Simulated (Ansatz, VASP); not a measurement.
# TaMn2N3: VASP beside Ansatz

```
CELL_PARAMETERS angstrom
4.80367 0.00000 0.00000
-2.40183 4.16010 0.00000
0.00000 0.00000 2.76388
ATOMIC_POSITIONS crystal
Ta 0.00000 0.00000 0.00000
Mn 0.33333 0.66667 0.50000
Mn 0.66667 0.33333 0.50000
N 0.50000 0.00000 0.00000
N 0.00000 0.50000 0.00000
N 0.50000 0.50000 0.00000
```

Alike in both runs: functional PBE; k mesh 12 × 12 × 14; occupations gaussian, width 0.1 eV; no spin polarisation.

Ansatz relaxed the structure, and its values are those at the end. VASP's run is a single point on that final structure, the one shown.

```csv
,VASP,Ansatz
version,VASP 6.6.1,Ansatz 0.2.0
potentials or method,"VASP PAW PBE potentials, release 64 (Ta_pv, Mn_pv, N), cutoff 520 eV","scalar-relativistic, plane waves, PAW"
valence electrons in the cell,52,58
```

Ansatz gave:

```
gap on the k mesh at the Fermi level (eV) : none
pressure (GPa)                            : 0.0
```

Which values does VASP return?

gap on the k mesh at the Fermi level (eV): none; pressure (GPa): 0.7.

A gap of «none» marks a metal or a gap that the smearing closes. VASP's potentials hold 52 valence electrons a cell and Ansatz's 58, so a difference there can come from the potentials and not from the codes.

Spin-orbit coupling is off throughout.
